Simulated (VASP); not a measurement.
# Co (Fm-3m) in VASP: single point with PBE

Aim: the single point of Co with PBE.

All numbers are computed with VASP 6.6.1; they aren't measurements. Logs are shortened: lines on timing, memory, paths and dates and some standing lists are left out, and cuts for length are marked.

## (1) The cell of the first run

It takes space group Fm-3m (No. 225, cubic). The conventional cell has a = 3.710 Å, b = 3.710 Å, c = 3.710 Å, α = 90.00°, β = 90.00°, γ = 90.00°. Within 3.5 Å of Co (site symmetry m-3m) lie 12 Co at 2.62 Å.

## (2) Single point, PBE, collinear spin, ferromagnetic start

Input file INCAR:

```
SYSTEM = Co
PREC = Accurate
ENCUT = 600
EDIFF = 1E-6
ISMEAR = -1
SIGMA = 0.1
LREAL = .FALSE.
LASPH = .TRUE.
NELM = 200
ALGO = Normal
ISIF = 2
LWAVE = .FALSE.
LCHARG = .TRUE.
ISPIN = 2
MAGMOM = 1.97
LORBIT = 11
LMAXMIX = 4
GGA = PE
LELF = .TRUE.
LVHAR = .TRUE.
NBANDS = 14
GGA_COMPAT = .FALSE.
```

Input file KPOINTS:

```
Automatic mesh
0
G
  8 8 8
  0 0 0
```

Input file POSCAR:

```
Co
1.0
    0.0000000000      1.8550000000      1.8550000000
    1.8550000000      0.0000000000      1.8550000000
    1.8550000000      1.8550000000      0.0000000000
Co
1
Direct
    0.0000000000      0.0000000000      0.0000000000
```

Potentials or basis: VASP PAW PBE potentials, release 64 (Co).

Run with:

```sh
cat potpaw_PBE.64/Co/POTCAR > POTCAR
mpirun -np 1 vasp_std > vasp.out
```

OUTCAR:

```text
SYSTEM = Co
   PREC = Accurate
   ENCUT = 600
   EDIFF = 1E-6
   ISMEAR = -1
   LREAL = .FALSE.
   LASPH = .TRUE.
   NELM = 200
   ISIF = 2
   ISPIN = 2
   LORBIT = 11
   GGA = PE

 ion  position               nearest neighbor table
   1  0.000  0.000  0.000-

  LATTYP: Found a face centered cubic cell.
 ALAT       =     3.7100000000

  Lattice vectors:

 A1 = (   0.0000000000,   1.8550000000,   1.8550000000)
 A2 = (   1.8550000000,   0.0000000000,   1.8550000000)
 A3 = (   1.8550000000,   1.8550000000,   0.0000000000)

Analysis of symmetry for initial positions (statically):
=====================================================================
 Subroutine PRICEL returns:
 Original cell was already a primitive cell.

 Routine SETGRP: Setting up the symmetry group for a
 face centered cubic supercell.

 Subroutine GETGRP returns: Found 48 space group operations
 (whereof 48 operations were pure point group operations)
 out of a pool of 48 trial point group operations.

The static configuration has the point symmetry O_h .

Analysis of symmetry for dynamics (positions and initial velocities):
=====================================================================
 Subroutine PRICEL returns:
 Original cell was already a primitive cell.

 Routine SETGRP: Setting up the symmetry group for a
 face centered cubic supercell.

 Subroutine GETGRP returns: Found 48 space group operations
 (whereof 48 operations were pure point group operations)
 out of a pool of 48 trial point group operations.

The dynamic configuration has the point symmetry O_h .

Analysis of structural, dynamic, and magnetic symmetry:
=====================================================================
 Subroutine PRICEL returns:
 Original cell was already a primitive cell.

 Routine SETGRP: Setting up the symmetry group for a
 face centered cubic supercell.

 Subroutine GETGRP returns: Found 48 space group operations
 (whereof 48 operations were pure point group operations)
 out of a pool of 48 trial point group operations.

The overall configuration has the point symmetry O_h .

 Subroutine INISYM returns: Found 48 space group operations
 (whereof 48 operations are pure point group operations),
 and found     1 'primitive' translations

----------------------------------------------------------------------------------------

                                     Primitive cell

  volume of cell :      12.7662

  direct lattice vectors                    reciprocal lattice vectors
     0.000000000  1.855000000  1.855000000    -0.269541779  0.269541779  0.269541779
[... 124 lines left out ...]
 Free energy of the ion-electron system (eV)
  ---------------------------------------------------
  ext. energy  EPLUGINS =         0.00000000
  ---------------------------------------------------
  free energy    TOTEN  =        -6.88936669 eV

  energy without entropy =       -6.84444182  energy(sigma->0) =       -6.86690425

 E-fermi :   8.2488     XC(G=0): -12.4762

 val. band max:        8.2167547494   @ k =   0.5000   0.2500   0.0000
 cond. band min:       8.2780973844   @ k =  -0.1250   0.1250   0.0000
 fundamental gap:      0.0613426350
 Fermi energy:         8.2488000668

 spin component 1

 k-point     1 :       0.0000    0.0000    0.0000
  band No.  band energies     occupation
      1       0.1455      1.00000
      2       5.7338      1.00000
      3       5.7338      1.00000
      4       5.7338      1.00000
      5       6.4661      1.00000
      6       6.4661      1.00000
      7      29.8915      0.00000
      8      33.0144      0.00000
      9      33.0144      0.00000
     10      33.0144      0.00000
     11      35.6795      0.00000
     12      35.6795      0.00000
     13      35.6795      0.00000
     14      38.6908      0.00000
[... 379 lines left out ...]
      3       5.7326      1.00000
      4       6.0985      1.00000
      5       7.1723      0.99998
      6      11.1356      0.00000
      7      13.4833      0.00000
      8      22.6417      0.00000
      9      23.2533      0.00000
     10      31.4172      0.00000
     11      35.0975      0.00000
     12      41.7944      0.00000
     13      43.8090      0.00000
     14      43.8124      0.00000

 [... further k-points ...]

 spin component 2

 k-point     1 :       0.0000    0.0000    0.0000
  band No.  band energies     occupation
      1       0.1256      1.00000
      2       7.3403      0.99989
      3       7.3403      0.99989
      4       7.3403      0.99989
      5       8.5600      0.04263
      6       8.5600      0.04263
      7      29.5073      0.00000
      8      33.1946      0.00000
      9      33.1946      0.00000
     10      33.1946      0.00000
     11      35.9183      0.00000
     12      35.9183      0.00000
     13      35.9184      0.00000
     14      38.2157      0.00000
[... 379 lines left out ...]
      3       7.0272      1.00000
      4       7.9816      0.93535
      5       9.0703      0.00027
      6      11.8883      0.00000
      7      14.2871      0.00000
      8      22.9084      0.00000
      9      23.6152      0.00000
     10      31.4556      0.00000
     11      35.2744      0.00000
     12      41.7878      0.00000
     13      44.0123      0.00000
     14      44.7249      0.00000

 [... further k-points ...]

------------------------ aborting loop because EDIFF is reached ----------------------------------------

  FORCE on cell =-STRESS in cart. coord.  units (eV):
  Direction    XX          YY          ZZ          XY          YZ          ZX
  --------------------------------------------------------------------------------------
  -------------------------------------------------------------------------------------
  Total       -1.8544534     -1.8544534     -1.8544534      0.0000000      0.0000000      0.0000000
  in kB     -232.7366487   -232.7366487   -232.7366487      0.0000000      0.0000000      0.0000000
  external PRESSURE =    -232.7366487 kB  Pullay stress =       0.0000000 kB

 VOLUME and BASIS-vectors are now :
 -----------------------------------------------------------------------------
  energy-cutoff  :      600.00
  volume of cell :       12.77
      direct lattice vectors                 reciprocal lattice vectors
     0.000000000  1.855000000  1.855000000    -0.269541779  0.269541779  0.269541779
     1.855000000  0.000000000  1.855000000     0.269541779 -0.269541779  0.269541779
     1.855000000  1.855000000  0.000000000     0.269541779  0.269541779 -0.269541779

 POSITION                                       TOTAL-FORCE (eV/Angst)
 -----------------------------------------------------------------------------------
      0.00000      0.00000      0.00000         0.000000      0.000000      0.000000
 -----------------------------------------------------------------------------------
    total drift:                               -0.000000      0.000000      0.000000

  FREE ENERGIE OF THE ION-ELECTRON SYSTEM (eV)
  ---------------------------------------------------
  free  energy   TOTEN  =        -6.8893666854 eV

  energy  without entropy=       -6.8444418182  energy(sigma->0) =       -6.86690425

 total charge

# of ion       s       p       d       tot
------------------------------------------
    1        0.427   0.398   7.176   8.001

 magnetization (x)

# of ion       s       p       d       tot
------------------------------------------
    1       -0.012  -0.046   1.804   1.747
```

Wall time 7.8 s (1 thread of Intel Xeon 6975P-C (Granite Rapids), shared host); peak memory 0.15 GiB.

What came out:

| Property | Result |
| --- | --- |
| Free energy | -6.8894 eV |
| Pressure | -23.3 GPa |
| Net moment | 1.70 μB per cell |
| Site moments | Co +1.75 μB |
| Valence electrons inside the program's atomic spheres | Co 8.00 |

Levels at points of the mesh, in eV from the Fermi level:
Spin up:
```csv
k point,band 2,band 3,band 4,band 5,band 6,band 7,band 8,band 9
"(0.00, 0.00, 0.00)",-2.52,-2.52,-2.52,-1.78,-1.78,21.64,24.77,24.77
"(0.50, 0.00, 0.00)",-2.65,-2.65,-1.04,-1.04,-0.17,4.81,20.28,22.04
"(0.50, 0.50, 0.00)",-4.02,-1.18,-0.81,-0.81,2.25,7.99,13.29,13.29
```
Spin down:
| k point | band 1 | band 2 | band 3 | band 4 | band 5 | band 6 | band 7 | band 8 |
| --- | --- | --- | --- | --- | --- | --- | --- | --- |
| (0.00, 0.00, 0.00) | -8.12 | -0.91 | -0.91 | -0.91 | 0.31 | 0.31 | 21.26 | 24.95 |
| (0.50, 0.00, 0.00) | -3.61 | -0.87 | -0.87 | -0.27 | 0.92 | 0.92 | 5.79 | 19.91 |
| (0.50, 0.50, 0.00) | -3.27 | -2.70 | 1.00 | 1.02 | 1.02 | 2.21 | 8.87 | 13.42 |

Caveat: the k points lie up to 0.37 Å⁻¹ apart.
